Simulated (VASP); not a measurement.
YSe, 2 atoms in the cell. Symmetry: Immm, No. 71, orthorhombic system. The conventional cell has a = 3.974 Å, b = 4.157 Å, c = 5.750 Å, α = 90.00°, β = 90.00°, γ = 90.00°. Within 3.8 Å of Y (site symmetry mmm) lie 6 Se at 2.88 Å. Se (site symmetry mmm) has 6 Y at 2.88 Å within 3.8 Å.  This cell differs from its parent crystal: strain +0.0450 x Voigt [0, 0, 0, 1, 0, 0].

* Program: VASP 6.6.1
* Task: single point
* Functional: PBEsol
* Potentials or basis: VASP PAW PBE potentials, release 64 (Y_sv, Se)
* Cutoff: 500 eV
* k mesh: 14 × 14 × 14
* Occupations: gaussian, width 0.15 eV
* Spin: no spin polarisation
* Dipole correction: no
* Further INCAR settings: ALGO = Normal; EDIFF = 1e-06; NBANDS = 16

Potentials or basis: VASP PAW PBE potentials, release 64 (Y_sv, Se).

Command:

```bash
$ cat potpaw_PBE.64/Y_sv/POTCAR potpaw_PBE.64/Se/POTCAR > POTCAR
$ mpirun -np 1 vasp_std > vasp.out
```

Hardware: 1 thread of Intel(R) Xeon(R) Platinum 8488C (Sapphire Rapids) (shared host).

How long does it take, and how much memory?

Wall time 4.7 min on 1 thread of Intel(R) Xeon(R) Platinum 8488C (Sapphire Rapids), on a shared host, peak memory 0.47 GiB. Counts: scf iterations 13, k points 428.
